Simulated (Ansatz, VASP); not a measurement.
## One calculation of BaS, two programs

```
CELL_PARAMETERS angstrom
0.00000 3.12988 3.19375
3.12988 0.00000 3.19375
3.12988 3.12988 0.00000
ATOMIC_POSITIONS crystal
Ba 0.00000 0.00000 0.00000
S 0.50000 0.50000 0.50000
```

Change from the starting cell: equal xx and yy strain of -2 %.

Alike in both runs: task single point; functional LDA; k mesh 7 × 7 × 7; occupations fermi-dirac, width 0.01 eV; no spin polarisation.

|  | VASP | Ansatz |
| --- | --- | --- |
| version | VASP 6.6.1 | Ansatz 0.2.0 |
| potentials or method | VASP PAW LDA potentials, release 64 (Ba_sv, S), cutoff 520 eV | all-electron LAPW, scalar-relativistic |

```tsv
	VASP	Ansatz	Ansatz less VASP
gap on the k mesh at the Fermi level (eV)	1.86	1.97	+0.115
pressure (GPa)	0.1	-0.7	-0.74
traceless stress, the component that is largest in VASP (GPa)	-1.30	-1.18	+0.119
```

LDA's correlation is that of Perdew and Zunger in VASP and of Perdew and Wang (1992) in Ansatz. Ansatz ran all-electron here, and VASP with PAW potentials.

Spin-orbit coupling is off throughout.
